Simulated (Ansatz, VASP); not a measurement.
# PbO2: VASP beside Ansatz

```xyz
3
Lattice="0.0000 2.3350 2.3350 2.3350 0.0000 2.3350 2.3350 2.3350 0.0000" Properties=species:S:1:pos:R:3 pbc="T T T"
Pb    0.0000    0.0000    0.0000
O     1.1675    1.1675    1.1675
O     3.5025    3.5025    3.5025
```

Change from the starting cell: volume scaled by 0.75, LAPW.

Alike in both runs: task single point; functional PBE; k mesh 9 × 9 × 9; occupations fermi-dirac, width 0.03 eV; no spin polarisation.

|  | VASP | Ansatz |
| --- | --- | --- |
| version | VASP 6.6.1 | Ansatz 0.2.0 |
| potentials or method | VASP PAW PBE potentials, release 64 (Pb_d, O), cutoff 520 eV | all-electron LAPW, scalar-relativistic |

|  | VASP | Ansatz | Ansatz less VASP |
| --- | --- | --- | --- |
| gap on the k mesh at the Fermi level (eV) | 1.63 | 1.65 | +0.028 |
| pressure (GPa) | 174.4 | 173.0 | -1.39 |

Both programs put the cell under a high pressure, so it lies far from rest at this level. Ansatz ran all-electron here, and VASP with PAW potentials.

Spin-orbit coupling is off throughout. Noted on VASP's run: the cell as given lies far from equilibrium.
